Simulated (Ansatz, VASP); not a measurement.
## One calculation of W3N2, two programs

```xyz
10
Lattice="2.7988 -0.1485 -0.0144 0.1969 4.8868 0.0009 0.6470 0.1448 9.4096" Properties=species:S:1:pos:R:3 pbc="T T T"
W     0.8907    1.4899    0.2015
W     2.7009    4.1236    4.9076
W     2.4776    1.5683    3.1596
W     2.8241    3.7896    7.8942
W     2.7519    3.9705    1.0925
W     1.3343    1.8180    5.7737
N     2.6841    4.5655    3.0345
N     1.3816    2.3484    7.7577
N     1.1171    2.5916    1.8983
N     2.6253    0.3724    6.5425
```

Change from the starting cell: the structure that the rattled cell fell into.

Alike in both runs: functional PBE; k mesh 6 × 4 × 2; occupations gaussian, width 0.1 eV; no spin polarisation.

Ansatz relaxed the structure, and its values are those at the end. VASP's run is a single point on that final structure, the one shown.

|  | VASP | Ansatz |
| --- | --- | --- |
| version | VASP 6.6.1 | Ansatz 0.2.0 |
| potentials or method | VASP PAW PBE potentials, release 64 (W_sv, N), cutoff 520 eV | scalar-relativistic, plane waves, PAW |
| valence electrons in the cell | 104 | 104 |

|  | VASP | Ansatz | Ansatz less VASP |
| --- | --- | --- | --- |
| gap on the k mesh at the Fermi level (eV) | none | none | - |
| pressure (GPa) | 1.1 | 0.0 | -1.11 |
| rms of the force components (eV/Å) | 0.057 | 0.012 | -0.0449 |

A gap of «none» marks a metal or a gap that the smearing closes. With one functional, cell and mesh, what is left measures potentials, basis and numerics.

The k mesh is coarse, so the values compare programs but aren't converged. Spin-orbit coupling is off throughout.
